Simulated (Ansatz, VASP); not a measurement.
# Zr: VASP beside Ansatz

```
CELL_PARAMETERS angstrom
-1.78648 1.78648 1.78648
1.78648 -1.78648 1.78648
1.78648 1.78648 -1.78648
ATOMIC_POSITIONS crystal
Zr 0.00000 0.00000 0.00000
```

Alike in both runs: functional PBE; k mesh 13 × 13 × 13; occupations fermi-dirac, width 0.05 eV; no spin polarisation.

Ansatz relaxed the structure, and its values are those at the end. VASP's run is a single point on that final structure, the one shown.

```csv
,VASP,Ansatz
version,VASP 6.6.1,Ansatz 0.2.0
potentials or method,"VASP PAW PBE potentials, release 64 (Zr_sv)","PAW with Ansatz's default frozen-core files, scalar-relativistic"
plane-wave cutoff (eV),520,420
valence electrons in the cell,12,12
```

|  | VASP | Ansatz | Ansatz less VASP |
| --- | --- | --- | --- |
| pressure (GPa) | 0.0 | 0.0 | -0.03 |
